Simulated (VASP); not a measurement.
# In2CuO4 (I4/mmm) in VASP: notebook

Runs on In2CuO4. Level: PBE. Tasks: single point, relaxation of cell and atoms.

All numbers are computed with VASP 6.6.1; they aren't measurements. Logs are shortened: lines on timing, memory, paths and dates and some standing lists are left out, and cuts for length are marked.

**1. The cell of the first run**

Symmetry: I4/mmm, No. 139, tetragonal system. Conventional cell: a = 3.838 Å, b = 3.838 Å, c = 11.361 Å, α = 90.00°, β = 90.00°, γ = 90.00°. In (site symmetry 4mm) has 8 O at 2.21 to 2.60 Å within 2.9 Å. Cu (site symmetry 4/mmm) has 4 O at 1.92 Å within 2.5 Å. Within 2.6 Å of O (site symmetry mmm) lie 2 Cu at 1.92 Å and 4 In at 2.60 Å. Within 2.9 Å of O (site symmetry -4m2) lie 4 In at 2.21 Å and 6 O at 2.71 to 2.84 Å.

**2. Single point, PBE**

INCAR reads:

```
SYSTEM = In2CuO4
PREC     = Accurate       ! precision mode
ENCUT    = 520            ! plane-wave cutoff, eV
EDIFF    = 1E-6           ! SCF threshold, eV
ISMEAR   = -1             ! smearing method
SIGMA    = 0.1            ! smearing width, eV
LREAL    = .False.        ! projectors in reciprocal space
LASPH    = .True.         ! aspherical terms in the spheres
NELM     = 100            ! most SCF steps
ALGO     = Normal         ! electronic algorithm
ISIF     = 2              ! what is computed and relaxed
LWAVE    = .False.        ! write WAVECAR
LCHARG   = .False.        ! write CHGCAR
GGA      = PE             ! functional
NBANDS   = 40             ! bands
```

KPOINTS reads:

```
Automatic mesh
0
Gamma
  7 7 7
  0 0 0
```

POSCAR reads:

```
In2CuO4
1.0
   -1.9191125069      1.9191125069      5.6804244984
    1.9191125069     -1.9191125069      5.6804244984
    1.9191125069      1.9191125069     -5.6804244984
In Cu O
2 1 4
Direct
    0.3462329661      0.3462329661      0.0000000000
    0.6537670339      0.6537670339      0.0000000000
    0.0000000000      0.0000000000      0.0000000000
    0.5000000000      0.0000000000      0.5000000000
    0.0000000000      0.5000000000      0.5000000000
    0.7500000000      0.2500000000      0.5000000000
    0.2500000000      0.7500000000      0.5000000000
```

Potentials or basis: VASP PAW PBE potentials, release 64 (In_d, Cu, O).

Launch:

```bash
$ cat potpaw_PBE.64/In_d/POTCAR potpaw_PBE.64/Cu/POTCAR potpaw_PBE.64/O/POTCAR > POTCAR
$ mpirun -np 1 vasp_std > vasp.out
```

OUTCAR:

```text
SYSTEM = In2CuO4
   PREC = Accurate
   ENCUT = 520
   EDIFF = 1E-6
   ISMEAR = -1
   LREAL = .False.
   LASPH = .True.
   NELM = 100
   ISIF = 2
   GGA = PE

 ion  position               nearest neighbor table
   1  0.346  0.346  0.000-   6 2.21   7 2.21   7 2.21   6 2.21   4 2.60   5 2.60   5 2.60   4 2.60
                             3 3.23   3 3.23   3 3.23   3 3.23   2 3.49   2 3.49   2 3.49   2 3.49
   2  0.654  0.654  0.000-   7 2.21   6 2.21   6 2.21   7 2.21   4 2.60   5 2.60   4 2.60   5 2.60
                             3 3.23   3 3.23   3 3.23   3 3.23   1 3.49   1 3.49   1 3.49   1 3.49
   3  0.000  0.000  0.000-   4 1.92   5 1.92   5 1.92   4 1.92   2 3.23   1 3.23   2 3.23   1 3.23
                             1 3.23   1 3.23   2 3.23   2 3.23
   4  0.500  0.000  0.500-   3 1.92   3 1.92   2 2.60   2 2.60   1 2.60   1 2.60
   5  0.000  0.500  0.500-   3 1.92   3 1.92   2 2.60   2 2.60   1 2.60   1 2.60
   6  0.750  0.250  0.500-   1 2.21   2 2.21   1 2.21   2 2.21
   7  0.250  0.750  0.500-   1 2.21   2 2.21   1 2.21   2 2.21

  LATTYP: Found a body centered tetragonal cell.
 ALAT       =     3.8382250138
 C/A-ratio  =     2.9599226090

  Lattice vectors:

 A1 = (  -1.9191125069,   1.9191125069,   5.6804244984)
 A2 = (   1.9191125069,  -1.9191125069,   5.6804244984)
 A3 = (   1.9191125069,   1.9191125069,  -5.6804244984)

Analysis of symmetry for initial positions (statically):
=====================================================================
 Subroutine PRICEL returns:
 Original cell was already a primitive cell.

 Routine SETGRP: Setting up the symmetry group for a
 body centered tetragonal supercell.

 Subroutine GETGRP returns: Found 16 space group operations
 (whereof 16 operations were pure point group operations)
 out of a pool of 16 trial point group operations.

The static configuration has the point symmetry D_4h.

Analysis of symmetry for dynamics (positions and initial velocities):
=====================================================================
 Subroutine PRICEL returns:
 Original cell was already a primitive cell.

 Routine SETGRP: Setting up the symmetry group for a
 body centered tetragonal supercell.

 Subroutine GETGRP returns: Found 16 space group operations
 (whereof 16 operations were pure point group operations)
 out of a pool of 16 trial point group operations.

The dynamic configuration has the point symmetry D_4h.

 Subroutine INISYM returns: Found 16 space group operations
 (whereof 16 operations are pure point group operations),
 and found     1 'primitive' translations

----------------------------------------------------------------------------------------

                                     Primitive cell

  volume of cell :      83.6839

  direct lattice vectors                    reciprocal lattice vectors
    -1.919112507  1.919112507  5.680424498     0.000000000  0.260537096  0.088021591
     1.919112507 -1.919112507  5.680424498     0.260537096  0.000000000  0.088021591
     1.919112507  1.919112507 -5.680424498     0.260537096  0.260537096  0.000000000

  length of vectors
     6.295491094  6.295491094  6.295491094     0.275004325  0.275004325  0.368455095

  position of ions in fractional coordinates (direct lattice)
     0.346232966  0.346232966  0.000000000
     0.653767034  0.653767034  0.000000000
     0.000000000  0.000000000  0.000000000
     0.500000000  0.000000000  0.500000000
     0.000000000  0.500000000  0.500000000
     0.750000000  0.250000000  0.500000000
     0.250000000  0.750000000  0.500000000

  ion indices of the primitive-cell ions
   primitive index   ion index
                 1           1
                 2           2
                 3           3
                 4           4
                 5           5
                 6           6
                 7           7

----------------------------------------------------------------------------------------

 KPOINTS: Automatic mesh

Automatic generation of k-mesh.
 Grid dimensions read from file:
 generate k-points for:    7    7    7

 Generating k-lattice:

  Cartesian coordinates                     Fractional coordinates (reciprocal lattice)
     0.000000000  0.037219585  0.012574513     0.142857143  0.000000000  0.000000000
     0.037219585  0.000000000  0.012574513     0.000000000  0.142857143  0.000000000
     0.037219585  0.037219585  0.000000000     0.000000000  0.000000000  0.142857143

  Length of vectors
     0.039286332  0.039286332  0.052636442

  Shift w.r.t. Gamma in fractional coordinates (k-lattice)
     0.000000000  0.000000000  0.000000000

 Subroutine IBZKPT returns following result:
 ===========================================

 Found     40 irreducible k-points:

 Following reciprocal coordinates:
            Coordinates               Weight
  0.000000  0.000000  0.000000      1.000000
  0.142857  0.000000 -0.000000      8.000000
  0.285714  0.000000 -0.000000      8.000000
  0.428571  0.000000  0.000000      8.000000
  0.142857  0.142857 -0.000000      8.000000
  0.285714  0.142857 -0.000000     16.000000
[... 16 lines left out ...]
 -0.142857  0.285714  0.142857      8.000000
 -0.428571  0.428571  0.142857      8.000000
 [... further k-points ...]
   k-points           NKPTS =     40   k-points in BZ     NKDIM =     40   number of bands    NBANDS=     40
   number of dos      NEDOS =    301   number of ions     NIONS =      7
   total plane-waves  NPLWV = 110592
   dimension x,y,z NGX =    48 NGY =   48 NGZ =   48
   dimension x,y,z NGXF=    96 NGYF=   96 NGZF=   96
   ions per type =               2   1   4
   NGX,Y,Z   is equivalent  to a cutoff of  12.68, 12.68, 12.68 a.u.
   NGXF,Y,Z  is equivalent  to a cutoff of  25.35, 25.35, 25.35 a.u.
 SYSTEM =  In2CuO4
   PREC   = accura    normal or accurate (medium, high low for compatibility)
   ISTART =      0    job   : 0-new  1-cont  2-samecut
   ICHARG =      2    charge: 1-file 2-atom 10-const
   ISPIN  =      1    spin polarized calculation?
   LNONCOLLINEAR =      F non collinear calculations
   LSORBIT =      F    spin-orbit coupling
   LASPH  =      T    aspherical Exc in radial PAW
   ENCUT  =  520.0 eV  38.22 Ry    6.18 a.u.  11.71 11.71 11.71*2*pi/ulx,y,z
   NELM   =    100;   NELMIN=  2; NELMDL= -5     # of ELM steps
   EDIFF  = 0.1E-05   stopping-criterion for ELM
   LREAL  =      F    real-space projection
   EDIFFG = 0.1E-04   stopping-criterion for IOM
   NSW    =      0    number of steps for IOM
   IBRION =     -1    ionic relax: 0-MD 1-quasi-New 2-CG
   NFREE  =      0    steps in history (QN), initial steepest desc. (CG)
   ISIF   =      2    stress and relaxation
   ISYM   =      2    0-nonsym 1-usesym 2-fastsym
   POTIM  = 0.5000    time-step for ionic-motion
   TEBEG  =    0.0;   TEEND  =   0.0 temperature during run
   PSTRESS=    0.0 pullay stress
   NELECT =      61.0000    total number of electrons
   NUPDOWN=      -1.0000    fix difference up-down
   EMIN   =  10.00;   EMAX   =-10.00  energy-range for DOS
   EFERMI =   0.00;   METHOD = LEGACY
   ISMEAR =    -1;   SIGMA  =   0.10  broadening in eV -4-tet -1-fermi 0-gaus
   EFERMI_NEDOS =   21; number of points for ismear=-14 and -15
   IALGO  =     38    algorithm
   IMIX   =      4    mixing-type and parameters
     AMIX     =   0.40;   BMIX     =  1.00
     AMIX_MAG =   1.60;   BMIX_MAG =  1.00
  volume/ion in A,a.u.               =      11.95        80.68
  Fermi-wavevector in a.u.,A,eV,Ry     =   1.473344  2.784217 29.534754  2.170743
  Thomas-Fermi vector in A             =   2.588249
   LORBIT       =      0    0 simple, 1 ext, 2 COOP (PROOUT), +10 PAW based schemes
   GGA     = PE    functional components
   LHFCALC =     F    Hartree Fock is set to
   AEXX    =    0.0000 exact exchange contribution
   IVDW    =     0    specifies the selected vdW correction
   LEPSILON=     F    determine dielectric tensor
   LRPA    =     F    only Hartree local field effects (RPA)
 non-spin polarized calculation
  energy-cutoff  :      520.00
  volume of cell :       83.68
 maximum number of plane-waves:      2285
   NGX = 23   NGY = 23   NGZ = 23

 number of electron      61.0000000 magnetization

 Free energy of the ion-electron system (eV)
  ---------------------------------------------------
  ext. energy  EPLUGINS =         0.00000000
  ---------------------------------------------------
  free energy    TOTEN  =       -36.02169165 eV

  energy without entropy =      -35.98292911  energy(sigma->0) =      -36.00231038

 E-fermi :   6.6115     XC(G=0): -11.4831

 val. band max:        6.5852177834   @ k =  -0.1429  -0.1429   0.1429
 cond. band min:       6.7437051394   @ k =  -0.2857   0.2857   0.1429
 fundamental gap:      0.1584873561
 Fermi energy:         6.6115047099

 k-point     1 :       0.0000    0.0000    0.0000
  band No.  band energies     occupation
      1     -12.2876      2.00000
      2     -11.4517      2.00000
      3     -10.7118      2.00000
      4     -10.6780      2.00000
      5      -7.1832      2.00000
      6      -7.1832      2.00000
[... 32 lines left out ...]
     39      16.0268      0.00000
     40      16.0268      0.00000

 k-point     2 :       0.1429    0.0000   -0.0000
  band No.  band energies     occupation
      1     -12.1873      2.00000
      2     -11.4213      2.00000
      3     -10.8093      2.00000
      4     -10.6633      2.00000
      5      -7.1832      2.00000
      6      -7.1724      2.00000
[... 32 lines left out ...]
     39      15.6925      0.00000
     40      16.1919      0.00000

 k-point     3 :       0.2857    0.0000   -0.0000
  band No.  band energies     occupation
      1     -11.9178      2.00000
      2     -11.3411      2.00000
      3     -10.9718      2.00000
      4     -10.7409      2.00000
      5      -7.1815      2.00000
      6      -7.1237      2.00000
[... 32 lines left out ...]
     39      16.1951      0.00000
     40      16.5378      0.00000

 k-point     4 :       0.4286    0.0000    0.0000
  band No.  band energies     occupation
      1     -11.5703      2.00000
      2     -11.2974      2.00000
      3     -11.1453      2.00000
      4     -10.8671      2.00000
      5      -7.1768      2.00000
      6      -7.1208      2.00000
[... 32 lines left out ...]
     39      16.7477      0.00000
     40      17.2639      0.00000
[... 772 lines left out ...]
     39      16.5501      0.00000
     40      16.9276      0.00000

 k-point    23 :      -0.1429    0.2857    0.1429
  band No.  band energies     occupation
      1     -11.6053      2.00000
      2     -11.2815      2.00000
      3     -11.0723      2.00000
      4     -10.9206      2.00000
      5      -7.1600      2.00000
      6      -7.1361      2.00000
[... 32 lines left out ...]
     39      16.4855      0.00000
     40      17.4645      0.00000

 k-point    24 :      -0.4286    0.4286    0.1429
  band No.  band energies     occupation
      1     -11.2954      2.00000
      2     -11.1971      2.00000
      3     -11.1939      2.00000
      4     -10.9247      2.00000
      5      -7.0847      2.00000
      6      -7.0481      2.00000
[... 32 lines left out ...]
     39      16.4732      0.00000
     40      16.7623      0.00000

 [... further k-points ...]

------------------------ aborting loop because EDIFF is reached ----------------------------------------

  FORCE on cell =-STRESS in cart. coord.  units (eV):
  Direction    XX          YY          ZZ          XY          YZ          ZX
  --------------------------------------------------------------------------------------
  -------------------------------------------------------------------------------------
  Total        0.3589861      0.3589861      0.0246103      0.0000000      0.0000000      0.0000000
  in kB        6.8730033      6.8730033      0.4711791      0.0000000      0.0000000      0.0000000
  external PRESSURE =       4.7390619 kB  Pullay stress =       0.0000000 kB

 VOLUME and BASIS-vectors are now :
 -----------------------------------------------------------------------------
  energy-cutoff  :      520.00
  volume of cell :       83.68
      direct lattice vectors                 reciprocal lattice vectors
    -1.919112507  1.919112507  5.680424498     0.000000000  0.260537096  0.088021591
     1.919112507 -1.919112507  5.680424498     0.260537096  0.000000000  0.088021591
     1.919112507  1.919112507 -5.680424498     0.260537096  0.260537096  0.000000000

 POSITION                                       TOTAL-FORCE (eV/Angst)
 -----------------------------------------------------------------------------------
      0.00000      0.00000      3.93350        -0.000000     -0.000000      0.028194
      0.00000      0.00000      7.42735        -0.000000     -0.000000     -0.028194
      0.00000      0.00000      0.00000         0.000000      0.000000      0.000000
      0.00000      1.91911      0.00000         0.000000      0.000000      0.000000
      1.91911      0.00000      0.00000         0.000000      0.000000      0.000000
     -0.00000      1.91911      2.84021         0.000000      0.000000      0.000000
      1.91911     -0.00000      2.84021         0.000000      0.000000     -0.000000
 -----------------------------------------------------------------------------------
    total drift:                               -0.000000      0.000000      0.000000

  FREE ENERGIE OF THE ION-ELECTRON SYSTEM (eV)
  ---------------------------------------------------
  free  energy   TOTEN  =       -36.0216916517 eV

  energy  without entropy=      -35.9829291136  energy(sigma->0) =      -36.00231038
```

Run time: 3.9 min. Hardware: 1 thread of AMD EPYC 9R45 (Zen 5), shared host; peak memory 0.36 GiB.

What came out:

```yaml
Free_energy: -36.0217 eV
Pressure: 0.5 GPa
Largest_force: 0.028 eV/Å
Band_gap_on_the_k_mesh: zero (an odd number of electrons rules out a gap without spin polarisation)
```

Forces on the atoms (eV/Å):
```
In   0.000  0.000  0.028
In   0.000  0.000 -0.028
Cu   0.000  0.000  0.000
O    0.000  0.000  0.000
O    0.000  0.000  0.000
O    0.000  0.000  0.000
O    0.000  0.000  0.000
```

Stress tensor (GPa, compression positive):
```
0.69 0.00 0.00
0.00 0.69 0.00
0.00 0.00 0.05
```

Levels at points of the mesh, in eV from the Fermi level:
| k point | band 28 | band 29 | band 30 | band 31 | band 32 | band 33 | band 34 | band 35 |
| --- | --- | --- | --- | --- | --- | --- | --- | --- |
| (0.00, 0.00, 0.00) | -1.90 | -1.42 | -1.10 | -1.10 | -0.47 | 4.06 | 4.78 | 6.08 |

Caveat: spin-orbit coupling is left out, which moves the levels of the heavy elements; an odd number of electrons without spin polarisation forces a metal; a magnetic or distorted state may lie lower; semilocal functionals often make such compounds metallic where correlation or magnetic order opens a gap, which also shifts bond lengths. With open d or f shells a metallic result of PBE can be an artefact of self-interaction; +U or a hybrid may open a gap.

**3. Relaxation of cell and atoms, PBE**

This run uses another cell than the first one, of 13.51 Å³/atom.

INCAR reads:

```
SYSTEM = In2CuO4
  PREC = Accurate
  ENCUT = 600
  EDIFF = 1E-6
  ISMEAR = -1
  SIGMA = 0.1
  LREAL = .False.
  LASPH = .True.
  NELM = 80
  ALGO = Normal
  ISIF = 3
  LWAVE = .False.
  LCHARG = .False.
  GGA = PE
  IBRION = 2
  NSW = 80
  EDIFFG = -0.01
```

KPOINTS is that of step 2.

POSCAR reads:

```
In2CuO4
1.0
   -1.9785000000      1.9785000000      6.0400000000
    1.9785000000     -1.9785000000      6.0400000000
    1.9785000000      1.9785000000     -6.0400000000
In Cu O
2 1 4
Direct
    0.3529000000      0.3529000000      0.0000000000
    0.6471000000      0.6471000000      0.0000000000
    0.0000000000      0.0000000000      0.0000000000
    0.5000000000      0.0000000000      0.5000000000
    0.0000000000      0.5000000000      0.5000000000
    0.7500000000      0.2500000000      0.5000000000
    0.2500000000      0.7500000000      0.5000000000
```

Potentials or basis: VASP PAW PBE potentials, release 64 (In_d, Cu, O).

Launch:

```bash
$ cat potpaw_PBE.64/In_d/POTCAR potpaw_PBE.64/Cu/POTCAR potpaw_PBE.64/O/POTCAR > POTCAR
$ mpirun -np 1 vasp_std > vasp.out
```

Run time: 28 min. Hardware: 1 thread of AMD EPYC 9R45 (Zen 5), shared host; peak memory 0.5 GiB.

Results (log left out):

```yaml
Free_energy: -36.0536 eV
Relaxed_volume: 11.97 Å³/atom
Relaxed_cell: a = 6.292 Å, b = 6.292 Å, c = 6.292 Å, α = 144.44°, β = 144.44°, γ = 51.16°
Space_group_after_relaxing_to_0.1_Å: I4/mmm (No. 139)
Energy_gained_by_relaxing: 96.7 meV/atom
Ionic_steps: 8
Pressure_after_relaxing: 0.0 GPa
Band_gap_on_the_k_mesh: zero (an odd number of electrons rules out a gap without spin polarisation)
```

The path:
```tsv
step	energy change (eV)	largest force (eV/Å)	pressure (GPa)	volume (Å³)
1	0.0000	1.5545	-13.87	94.57
2	-0.4858	0.3209	10.86	79.45
3	-0.6258	0.4951	0.83	83.75
4	-0.6758	0.0126	0.24	83.76
5	-0.6764	0.0475	0.17	83.76
6	-0.6765	0.0105	-0.22	83.91
7	-0.6766	0.0138	-0.10	83.84
8	-0.6766	0.0009	-0.03	83.79
```

Final structure:
```cif
data_structure
_symmetry_space_group_name_H-M 'P 1'
_symmetry_Int_Tables_number 1
_cell_length_a 6.2923
_cell_length_b 6.2923
_cell_length_c 6.2923
_cell_angle_alpha 144.445
_cell_angle_beta 144.445
_cell_angle_gamma 51.163
_cell_volume 83.79
loop_
_atom_site_label
_atom_site_type_symbol
_atom_site_fract_x
_atom_site_fract_y
_atom_site_fract_z
_atom_site_occupancy
In1 In 0.34631 0.34631 0.00000 1
In2 In 0.65369 0.65369 0.00000 1
Cu1 Cu 0.00000 0.00000 0.00000 1
O1 O 0.50000 0.00000 0.50000 1
O2 O 0.00000 0.50000 0.50000 1
O3 O 0.75000 0.25000 0.50000 1
O4 O 0.25000 0.75000 0.50000 1
```

Levels at points of the mesh, in eV from the Fermi level:
```csv
k point,band 29,band 30,band 31,band 32,band 33,band 34
"(0.00, 0.00, 0.00)",-1.40,-1.09,-1.09,-0.47,4.05,4.77
```

Caveat: spin-orbit coupling is left out, which moves the levels of the heavy elements; an odd number of electrons without spin polarisation forces a metal; a magnetic or distorted state may lie lower; semilocal functionals often make such compounds metallic where correlation or magnetic order opens a gap, which also shifts bond lengths. With open d or f shells a metallic result of PBE can be an artefact of self-interaction; +U or a hybrid may open a gap.
